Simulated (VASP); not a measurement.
# Hf2S (P6_3/mmc) in VASP: notebook

Runs on Hf2S. Level: PBEsol. Tasks: single point.

All numbers are computed with VASP 6.6.1; they aren't measurements. Logs are shortened: lines on timing, memory, paths and dates and some standing lists are left out, and cuts for length are marked.

## Step 1: The cell of the first run

It takes space group P6_3/mmc (No. 194, hexagonal). The conventional cell has a = 3.385 Å, b = 3.385 Å, c = 11.739 Å, α = 90.00°, β = 90.00°, γ = 120.00°. Within 3.5 Å of Hf (site symmetry 3m) lie 3 S at 2.62 Å and 10 Hf at 3.08 to 3.49 Å. Within 3.5 Å of S (site symmetry -6m2) lie 6 Hf at 2.62 Å and 6 S at 3.39 Å.

## Step 2: Single point, PBEsol (19.42 Å³/atom)

Input file INCAR:

```
PREC = Accurate ; ENCUT = 520
EDIFF = 1E-7 ; ISMEAR = 0
SIGMA = 0.1 ; LREAL = F
LASPH = T ; NELM = 80
ALGO = Normal ; ISIF = 2
LWAVE = F ; LCHARG = F
GGA = PS ; NBANDS = 35
```

Input file KPOINTS:

```
Automatic mesh
0
Gamma
  12 12 4
```

Input file POSCAR:

```
Hf2S
1.0
    3.3854864243      0.0000000000      0.0000000000
   -1.6927432122      2.9319172476      0.0000000000
    0.0000000000      0.0000000000     11.7392695537
Hf S
4 2
Direct
    0.6666666667      0.3333333333      0.8984716305
    0.3333333333      0.6666666667      0.3984716305
    0.6666666667      0.3333333333      0.6015283695
    0.3333333333      0.6666666667      0.1015283695
    0.0000000000      0.0000000000      0.7500000000
    0.0000000000      0.0000000000      0.2500000000
```

Potentials or basis: VASP PAW PBE potentials, release 64 (Hf_pv, S).

Launch:

```
> cat potpaw_PBE.64/Hf_pv/POTCAR potpaw_PBE.64/S/POTCAR > POTCAR
> mpirun -np 1 vasp_std > vasp.out
```

OUTCAR:

```text
PREC = Accurate
   ENCUT = 520
   EDIFF = 1E-7
   ISMEAR = 0
   LREAL = F
   LASPH = T
   NELM = 80
   ISIF = 2
   GGA = PS

 ion  position               nearest neighbor table
   1  0.667  0.333  0.898-   5 2.62   5 2.62   5 2.62   4 3.08   4 3.08   4 3.08   3 3.49
   2  0.333  0.667  0.398-   6 2.62   6 2.62   6 2.62   3 3.08   3 3.08   3 3.08   4 3.49
   3  0.667  0.333  0.602-   5 2.62   5 2.62   5 2.62   2 3.08   2 3.08   2 3.08   1 3.49
   4  0.333  0.667  0.102-   6 2.62   6 2.62   6 2.62   1 3.08   1 3.08   1 3.08   2 3.49
   5  0.000  0.000  0.750-   1 2.62   3 2.62   1 2.62   3 2.62   1 2.62   3 2.62
   6  0.000  0.000  0.250-   2 2.62   4 2.62   2 2.62   4 2.62   2 2.62   4 2.62

  LATTYP: Found a hexagonal cell.
 ALAT       =     3.3854864243
 C/A-ratio  =     3.4675281724

  Lattice vectors:

 A1 = (   3.3854864243,   0.0000000000,   0.0000000000)
 A2 = (  -1.6927432122,   2.9319172476,   0.0000000000)
 A3 = (   0.0000000000,   0.0000000000,  11.7392695537)

Analysis of symmetry for initial positions (statically):
=====================================================================
 Subroutine PRICEL returns:
 Original cell was already a primitive cell.

 Routine SETGRP: Setting up the symmetry group for a
 hexagonal supercell.

 Subroutine GETGRP returns: Found 24 space group operations
 (whereof 12 operations were pure point group operations)
 out of a pool of 24 trial point group operations.

The static configuration has the point symmetry D_3d.
 The point group associated with its full space group is D_6h.

Analysis of symmetry for dynamics (positions and initial velocities):
=====================================================================
 Subroutine PRICEL returns:
 Original cell was already a primitive cell.

 Routine SETGRP: Setting up the symmetry group for a
 hexagonal supercell.

 Subroutine GETGRP returns: Found 24 space group operations
 (whereof 12 operations were pure point group operations)
 out of a pool of 24 trial point group operations.

The dynamic configuration has the point symmetry D_3d.
 The point group associated with its full space group is D_6h.

 Subroutine INISYM returns: Found 24 space group operations
 (whereof 12 operations are pure point group operations),
 and found     1 'primitive' translations

----------------------------------------------------------------------------------------

                                     Primitive cell

  volume of cell :     116.5236

  direct lattice vectors                    reciprocal lattice vectors
     3.385486424  0.000000000  0.000000000     0.295378529  0.170536873  0.000000000
    -1.692743212  2.931917248  0.000000000     0.000000000  0.341073746  0.000000000
     0.000000000  0.000000000 11.739269554     0.000000000  0.000000000  0.085184176

  length of vectors
     3.385486424  3.385486424 11.739269554     0.341073746  0.341073746  0.085184176

  position of ions in fractional coordinates (direct lattice)
     0.666666667  0.333333333  0.898471630
     0.333333333  0.666666667  0.398471630
     0.666666667  0.333333333  0.601528370
     0.333333333  0.666666667  0.101528370
     0.000000000  0.000000000  0.750000000
     0.000000000  0.000000000  0.250000000

  ion indices of the primitive-cell ions
   primitive index   ion index
                 1           1
                 2           2
                 3           3
                 4           4
                 5           5
                 6           6

----------------------------------------------------------------------------------------

 KPOINTS: Automatic mesh

Automatic generation of k-mesh.
 Grid dimensions read from file:
 generate k-points for:   12   12    4

 Generating k-lattice:

  Cartesian coordinates                     Fractional coordinates (reciprocal lattice)
     0.024614877  0.014211406  0.000000000     0.083333333  0.000000000  0.000000000
     0.000000000  0.028422812  0.000000000     0.000000000  0.083333333  0.000000000
     0.000000000  0.000000000  0.021296044     0.000000000  0.000000000  0.250000000

  Length of vectors
     0.028422812  0.028422812  0.021296044

  Shift w.r.t. Gamma in fractional coordinates (k-lattice)
     0.000000000  0.000000000  0.000000000

 Subroutine IBZKPT returns following result:
 ===========================================

 Found     57 irreducible k-points:

 Following reciprocal coordinates:
            Coordinates               Weight
  0.000000  0.000000  0.000000      1.000000
  0.083333 -0.000000  0.000000      6.000000
  0.166667  0.000000  0.000000      6.000000
  0.250000  0.000000  0.000000      6.000000
  0.333333  0.000000  0.000000      6.000000
  0.416667  0.000000  0.000000      6.000000
[... 16 lines left out ...]
  0.250000  0.000000  0.250000     12.000000
  0.333333  0.000000  0.250000     12.000000
 [... further k-points ...]
   k-points           NKPTS =     57   k-points in BZ     NKDIM =     57   number of bands    NBANDS=     35
   number of dos      NEDOS =    301   number of ions     NIONS =      6
   total plane-waves  NPLWV =  70560
   dimension x,y,z NGX =    28 NGY =   28 NGZ =   90
   dimension x,y,z NGXF=    56 NGYF=   56 NGZF=  180
   ions per type =               4   2
   NGX,Y,Z   is equivalent  to a cutoff of  13.75, 13.75, 12.75 a.u.
   NGXF,Y,Z  is equivalent  to a cutoff of  27.50, 27.50, 25.49 a.u.
 SYSTEM =  unknown system
   PREC   = accura    normal or accurate (medium, high low for compatibility)
   ISTART =      0    job   : 0-new  1-cont  2-samecut
   ICHARG =      2    charge: 1-file 2-atom 10-const
   ISPIN  =      1    spin polarized calculation?
   LNONCOLLINEAR =      F non collinear calculations
   LSORBIT =      F    spin-orbit coupling
   LASPH  =      T    aspherical Exc in radial PAW
   ENCUT  =  520.0 eV  38.22 Ry    6.18 a.u.   6.29  6.29 21.83*2*pi/ulx,y,z
   NELM   =     80;   NELMIN=  2; NELMDL= -5     # of ELM steps
   EDIFF  = 0.1E-06   stopping-criterion for ELM
   LREAL  =      F    real-space projection
   EDIFFG = 0.1E-05   stopping-criterion for IOM
   NSW    =      0    number of steps for IOM
   IBRION =     -1    ionic relax: 0-MD 1-quasi-New 2-CG
   NFREE  =      0    steps in history (QN), initial steepest desc. (CG)
   ISIF   =      2    stress and relaxation
   ISYM   =      2    0-nonsym 1-usesym 2-fastsym
   POTIM  = 0.5000    time-step for ionic-motion
   TEBEG  =    0.0;   TEEND  =   0.0 temperature during run
   PSTRESS=    0.0 pullay stress
   NELECT =      52.0000    total number of electrons
   NUPDOWN=      -1.0000    fix difference up-down
   EMIN   =  10.00;   EMAX   =-10.00  energy-range for DOS
   EFERMI =   0.00;   METHOD = LEGACY
   ISMEAR =     0;   SIGMA  =   0.10  broadening in eV -4-tet -1-fermi 0-gaus
   EFERMI_NEDOS =   21; number of points for ismear=-14 and -15
   IALGO  =     38    algorithm
   IMIX   =      4    mixing-type and parameters
     AMIX     =   0.40;   BMIX     =  1.00
     AMIX_MAG =   1.60;   BMIX_MAG =  1.00
  volume/ion in A,a.u.               =      19.42       131.06
  Fermi-wavevector in a.u.,A,eV,Ry     =   1.251040  2.364124 21.294506  1.565102
  Thomas-Fermi vector in A             =   2.385006
   LORBIT       =      0    0 simple, 1 ext, 2 COOP (PROOUT), +10 PAW based schemes
   GGA     = PS    functional components
   LHFCALC =     F    Hartree Fock is set to
   AEXX    =    0.0000 exact exchange contribution
   IVDW    =     0    specifies the selected vdW correction
   LEPSILON=     F    determine dielectric tensor
   LRPA    =     F    only Hartree local field effects (RPA)
 non-spin polarized calculation
 Gauss-broadening in eV      SIGMA  =   0.10
  energy-cutoff  :      520.00
  volume of cell :      116.52
 maximum number of plane-waves:      3163
 NGX is ok and might be reduce to    28
   NGX = 13   NGY = 13   NGZ = 43

 number of electron      52.0000001 magnetization

 Free energy of the ion-electron system (eV)
  ---------------------------------------------------
  ext. energy  EPLUGINS =         0.00000000
  ---------------------------------------------------
  free energy    TOTEN  =       -57.40874041 eV

  energy without entropy =      -57.39459868  energy(sigma->0) =      -57.40166954

 E-fermi :   6.2177     XC(G=0): -11.4684

 val. band max:        6.2039175142   @ k =   0.2500   0.0833   0.0000
 cond. band min:       6.2252131802   @ k =   0.0833   0.0833   0.0000
 fundamental gap:      0.0212956660
 Fermi energy:         6.2177497686

 k-point     1 :       0.0000    0.0000    0.0000
  band No.  band energies     occupation
      1     -25.0404      2.00000
      2     -24.9163      2.00000
      3     -24.6219      2.00000
      4     -24.5323      2.00000
      5     -24.5323      2.00000
      6     -24.5223      2.00000
[... 27 lines left out ...]
     34       8.7926      0.00000
     35       9.0657      0.00000

 k-point     2 :       0.0833   -0.0000    0.0000
  band No.  band energies     occupation
      1     -25.0308      2.00000
      2     -24.9091      2.00000
      3     -24.6466      2.00000
      4     -24.5665      2.00000
      5     -24.5399      2.00000
      6     -24.5322      2.00000
[... 27 lines left out ...]
     34       8.7251      0.00000
     35       8.8386      0.00000

 k-point     3 :       0.1667    0.0000    0.0000
  band No.  band energies     occupation
      1     -25.0049      2.00000
      2     -24.8907      2.00000
      3     -24.7090      2.00000
      4     -24.6457      2.00000
      5     -24.5602      2.00000
      6     -24.5498      2.00000
[... 27 lines left out ...]
     34       8.7031      0.00000
     35       8.7437      0.00000

 k-point     4 :       0.2500    0.0000    0.0000
  band No.  band energies     occupation
      1     -24.9721      2.00000
      2     -24.8713      2.00000
      3     -24.7895      2.00000
      4     -24.7367      2.00000
      5     -24.6120      2.00000
      6     -24.5871      2.00000
[... 27 lines left out ...]
     34       9.0189      0.00000
     35       9.1563      0.00000

 k-point     5 :       0.3333    0.0000    0.0000
  band No.  band energies     occupation
      1     -24.9494      2.00000
      2     -24.8690      2.00000
      3     -24.8676      2.00000
      4     -24.8209      2.00000
      5     -24.6674      2.00000
      6     -24.6131      2.00000
[... 638 lines left out ...]
 k-point    22 :       0.1667    0.0000    0.2500
  band No.  band energies     occupation
      1     -24.9921      2.00000
      2     -24.9138      2.00000
      3     -24.6937      2.00000
      4     -24.6518      2.00000
      5     -24.5588      2.00000
      6     -24.5515      2.00000
[... 27 lines left out ...]
     34       8.6386      0.00000
     35       8.7547      0.00000

 k-point    23 :       0.2500    0.0000    0.2500
  band No.  band energies     occupation
      1     -24.9610      2.00000
      2     -24.8928      2.00000
      3     -24.7772      2.00000
      4     -24.7429      2.00000
      5     -24.6056      2.00000
      6     -24.5856      2.00000
[... 27 lines left out ...]
     34       8.9073      0.00000
     35       9.1375      0.00000

 k-point    24 :       0.3333    0.0000    0.2500
  band No.  band energies     occupation
      1     -24.9404      2.00000
      2     -24.8890      2.00000
      3     -24.8549      2.00000
      4     -24.8275      2.00000
      5     -24.6593      2.00000
      6     -24.6234      2.00000
[... 27 lines left out ...]
     34       9.2137      0.00000
     35       9.7188      0.00000

 [... further k-points ...]

------------------------ aborting loop because EDIFF is reached ----------------------------------------

  FORCE on cell =-STRESS in cart. coord.  units (eV):
  Direction    XX          YY          ZZ          XY          YZ          ZX
  --------------------------------------------------------------------------------------
  -------------------------------------------------------------------------------------
  Total       -3.1942290     -3.1942290     -3.1846344      0.0000000      0.0000000      0.0000000
  in kB      -43.9200450    -43.9200450    -43.7881204      0.0000000      0.0000000      0.0000000
  external PRESSURE =     -43.8760702 kB  Pullay stress =       0.0000000 kB

 VOLUME and BASIS-vectors are now :
 -----------------------------------------------------------------------------
  energy-cutoff  :      520.00
  volume of cell :      116.52
      direct lattice vectors                 reciprocal lattice vectors
     3.385486424  0.000000000  0.000000000     0.295378529  0.170536873  0.000000000
    -1.692743212  2.931917248  0.000000000     0.000000000  0.341073746  0.000000000
     0.000000000  0.000000000 11.739269554     0.000000000  0.000000000  0.085184176

 POSITION                                       TOTAL-FORCE (eV/Angst)
 -----------------------------------------------------------------------------------
      1.69274      0.97731     10.54740         0.000000      0.000000     -0.009455
     -0.00000      1.95461      4.67777        -0.000000      0.000000     -0.009455
      1.69274      0.97731      7.06150         0.000000     -0.000000      0.009455
     -0.00000      1.95461      1.19187        -0.000000      0.000000      0.009455
      0.00000      0.00000      8.80445         0.000000     -0.000000      0.000000
      0.00000      0.00000      2.93482         0.000000      0.000000      0.000000
 -----------------------------------------------------------------------------------
    total drift:                               -0.000000     -0.000000     -0.000000

  FREE ENERGIE OF THE ION-ELECTRON SYSTEM (eV)
  ---------------------------------------------------
  free  energy   TOTEN  =       -57.4087404054 eV

  energy  without entropy=      -57.3945986839  energy(sigma->0) =      -57.40166954
```

Run time: 6 min. Hardware: 1 thread of Intel Xeon 8259CL, shared host; peak memory 0.36 GiB.

Results:

* Free energy: -57.4087 eV
* Pressure: -4.4 GPa
* Largest force: 0.009 eV/Å
* Band gap on the k mesh: zero (bands 26 and 27 overlap by 1.01 eV)

Forces in eV/Å, atoms in the order of the input:
```
Hf   0.000  0.000 -0.009
Hf   0.000  0.000 -0.009
Hf   0.000  0.000  0.009
Hf   0.000  0.000  0.009
S    0.000  0.000  0.000
S    0.000  0.000  0.000
```

Caveat: the cell stands under tension; the PAW data sets were made with another functional, which shifts forces and pressure a little; spin-orbit coupling is left out, which moves the levels of the heavy elements.

[end of part 1 of 2]
